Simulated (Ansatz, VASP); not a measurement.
## Bi: VASP beside Ansatz

```
CELL_PARAMETERS angstrom
3.25730 0.00000 0.00000
0.00000 3.25730 0.00000
0.00000 0.00000 3.25730
ATOMIC_POSITIONS crystal
Bi 0.00000 0.00000 0.00000
```

Alike in both runs: task relaxation of cell and atoms; functional PBE; k mesh 13 × 13 × 13; occupations fermi-dirac, width 0.05 eV; no spin polarisation.

|  | VASP | Ansatz |
| --- | --- | --- |
| version | VASP 6.6.1 | Ansatz 0.2.0 |
| potentials or method | VASP PAW PBE potentials, release 64 (Bi_d) | PAW with Ansatz's default frozen-core files, scalar-relativistic |
| plane-wave cutoff (eV) | 600 | 420 |
| valence electrons in the cell | 15 | 15 |

|  | VASP | Ansatz | Ansatz less VASP |
| --- | --- | --- | --- |
| relaxed volume (Å³/atom) | 35.07 | 35.09 | +0.020 |
| relaxed length of the cell vector where the two differ most in proportion (Å) | 3.273 | 3.274 | +0.0006 |

Neither program's run includes spin-orbit coupling.
